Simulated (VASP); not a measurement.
Ge5I3:

```xyz
8
Lattice="5.7957 0.0000 0.0000 -2.8979 5.0193 0.0000 0.0000 0.0000 9.7950" Properties=species:S:1:pos:R:3 pbc="T T T"
Ge    2.8979    0.0000    4.8975
Ge   -1.4489    2.5096    4.8975
Ge    1.4489    2.5096    4.8975
Ge    0.0000    0.0000    6.8643
Ge    0.0000    0.0000    2.9308
I     2.8979    0.0000    0.0000
I    -1.4489    2.5096    0.0000
I     1.4489    2.5096    0.0000
```

The cell was generated, and may not be a known phase.

| Property | Result |
| --- | --- |
| Program | VASP 6.6.1 |
| Task | relaxation of cell and atoms |
| Functional | PBE |
| Potentials or basis | VASP PAW PBE potentials, release 64 (Ge_d, I) |
| Cutoff | 600 eV |
| k mesh | 3 × 3 × 2 |
| Occupations | gaussian, width 0.1 eV |
| Spin | no spin polarisation |

At the start: pressure 2.1 GPa; volume 35.62 Å³/atom.

How do energy, volume and symmetry change on relaxing?

Over 20 steps the energy falls by 382.4 meV/atom and the volume is 28.20 Å³/atom (-20.8 %); space group P6/mmm (No. 191, to 0.1 Å) before and after.

Step by step:
```tsv
step	energy change (eV)	largest force (eV/Å)	pressure (GPa)	volume (Å³)
1	0.0000	1.7784	2.12	284.94
2	-1.1146	1.3322	-2.57	303.32
3	-1.1370	1.2959	-2.97	305.58
4	-1.8853	1.2856	-2.18	281.02
5	-1.2173	8.2976	7.49	213.34
6	-2.1718	1.1411	-1.55	265.83
7	-2.5375	0.2474	1.01	239.14
8	-2.6412	1.5558	0.37	238.96
9	-2.0929	5.5713	1.07	237.22
10	-2.6666	1.8333	0.20	238.85
11	-2.7296	2.0380	-0.18	239.08
12	-2.7539	2.2605	-0.51	239.24
13	-2.8548	1.6644	-0.77	238.65
14	-2.9968	0.4072	-1.31	236.95
15	-3.0096	0.0745	-1.36	236.35
16	-3.0104	0.0103	-1.40	236.18
17	-3.0370	0.0137	-1.14	232.59
18	-3.0538	0.0203	0.50	222.04
19	-3.0592	0.0168	0.06	225.15
20	-3.0592	0.0170	-0.01	225.56
```

Final structure:
```xyz
8
Lattice="6.2760 0.0000 0.0000 -3.1380 5.4352 0.0000 0.0000 0.0000 6.6125" Properties=species:S:1:pos:R:3 pbc="T T T"
Ge    3.1380    0.0000    3.3063
Ge   -1.5690    2.7176    3.3063
Ge    1.5690    2.7176    3.3063
Ge    0.0000    0.0000    4.5481
Ge    0.0000    0.0000    2.0644
I     3.1380    0.0000    0.0000
I    -1.5690    2.7176    0.0000
I     1.5690    2.7176    0.0000
```

Caveat: the k points lie up to 0.48 Å⁻¹ apart in the final cell, too coarse for converged energies and pressures of a metal; the volume moved by over 15 % at a fixed basis, so the end points are rough; an odd number of electrons without spin polarisation forces a metal; a magnetic or distorted state may lie lower.
